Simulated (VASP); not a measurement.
Wanted: the native input for a VASP 6.6.1 run.

```
Task                   : electric field gradients
Functional             : PBE
Potentials or basis    : VASP PAW PBE potentials, release 64 (Mg, Se)
Cutoff                 : 520 eV
k mesh                 : 3 × 3 × 3
Occupations            : gaussian, width 0.01 eV
Spin                   : no spin polarisation
Dipole correction      : no
Further INCAR settings : ALGO = Normal; EDIFF = 1e-08; NBANDS = 46
```

The structure of MgSe lies in POSCAR:

```
MgSe
1.0
    0.0000000000      5.4510000000      5.4510000000
    5.4510000000      0.0000000000      5.4510000000
    5.4510000000      5.4510000000      0.0000000000
Mg Se
8 8
Direct
    0.0000000000      0.0000000000      0.0000000000
    0.0000000000      0.0000000000      0.5000000000
    0.0000000000      0.5000000000      0.0000000000
    0.0000000000      0.5000000000      0.5000000000
    0.5000000000      0.0000000000      0.0000000000
    0.5000000000      0.0000000000      0.5000000000
    0.5000000000      0.5000000000      0.0000000000
    0.5000000000      0.5000000000      0.5000000000
    0.2500000000      0.2500000000      0.2500000000
    0.2500000000      0.2500000000      0.7500000000
    0.2500000000      0.7500000000      0.2500000000
    0.2500000000      0.7500000000      0.7500000000
    0.7500000000      0.2500000000      0.2500000000
    0.7500000000      0.2500000000      0.7500000000
    0.7500000000      0.7500000000      0.2500000000
    0.7500000000      0.7500000000      0.7500000000
```

One way to write it, as run:

INCAR

```
SYSTEM = MgSe
PREC     = Accurate       ! precision mode
ENCUT    = 520            ! plane-wave cutoff, eV
EDIFF    = 1E-8           ! SCF threshold, eV
ISMEAR   = 0              ! smearing method
SIGMA    = 0.01           ! smearing width, eV
LREAL    = .False.        ! projectors in reciprocal space
LASPH    = .True.         ! aspherical terms in the spheres
NELM     = 120            ! most SCF steps
ALGO     = Normal         ! electronic algorithm
ISIF     = 2              ! what is computed and relaxed
LWAVE    = .False.        ! write WAVECAR
LCHARG   = .False.        ! write CHGCAR
GGA      = PE             ! functional
LEFG     = .True.       
NBANDS   = 46             ! bands
GGA_COMPAT= .False.
```

KPOINTS

```
regular mesh
0
Gamma
  3 3 3
  0 0 0
```

Potentials or basis: VASP PAW PBE potentials, release 64 (Mg, Se).

Command:

```sh
$ cat potpaw_PBE.64/Mg/POTCAR potpaw_PBE.64/Se/POTCAR > POTCAR
$ mpirun -np 1 vasp_std > vasp.out
```

It gave:

```
Pressure               : 1.9 GPa
Band gap on the k mesh : 1.80 eV
```

Caveat: without QUAD_EFG the Cq values of the log hold for a quadrupole moment of 1 mb, not for the nuclei.

Wall time 4.1 min on 1 thread of Intel Xeon 8259CL (shared host), peak memory 0.5 GiB.
